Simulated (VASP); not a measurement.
Here is a VASP 6.6.1 calculation.

File POSCAR:

```
N
1.0
    3.5804190885      0.0000000000      0.0000000000
   -1.7902095442      3.1007338868      0.0000000000
    0.0000000000      0.0000000000      7.6415025808
N
4
Direct
    0.3333333333      0.6666666667      0.3215708973
    0.3333333333      0.6666666667      0.1784291027
    0.6666666667      0.3333333333      0.8215708973
    0.6666666667      0.3333333333      0.6784291027
```

Contents of INCAR.step1:

```
SYSTEM = N
PREC = Accurate
ENCUT = 520
EDIFF = 1E-5
ISMEAR = 0
SIGMA = 0.01
LREAL = .False.
LASPH = .True.
NELM = 60
ALGO = Normal
ISIF = 2
LWAVE = .True.
LCHARG = .False.
GGA = PE
NBANDS = 18
```

INCAR.step2

```
SYSTEM = N
PREC = Accurate
ENCUT = 520
EDIFF = 1E-7
ISMEAR = 0
SIGMA = 0.01
LREAL = .False.
LASPH = .True.
NELM = 60
ALGO = Normal
ISIF = 2
LWAVE = .False.
LCHARG = .False.
GGA = PE
LHFCALC = .True.
AEXX = 0.25
PRECFOCK = Normal
ISTART = 1
NBANDS = 18
```

File KPOINTS:

```
Automatic mesh
0
Gamma
  6 6 2
  0 0 0
```

Potentials or basis: VASP PAW PBE potentials, release 64 (N).

Launch:

```sh
$ cat potpaw_PBE.64/N/POTCAR > POTCAR
$ cp INCAR.step1 INCAR
$ mpirun -np 1 vasp_std > vasp.out
$ cp INCAR.step2 INCAR
$ mpirun -np 1 vasp_std > vasp.out
```

(1) Estimate the band gap on the k mesh.

(2) Estimate the pressure.

(3) What does it give for the largest force?

## Answers

(1) 10.11 eV (least direct gap 10.17 eV).

(2) 2.5 GPa.

(3) 1.470 eV/Å.

Caveat: the standard files for N, O and F lose accuracy on very short bonds; the stress differs along the axes, from 1 to 6 GPa; this functional lacks dispersion, which holds the molecules together, so the pressure and a relaxed volume are unreliable; the PAW data sets were made with another functional, which shifts forces and pressure a little.
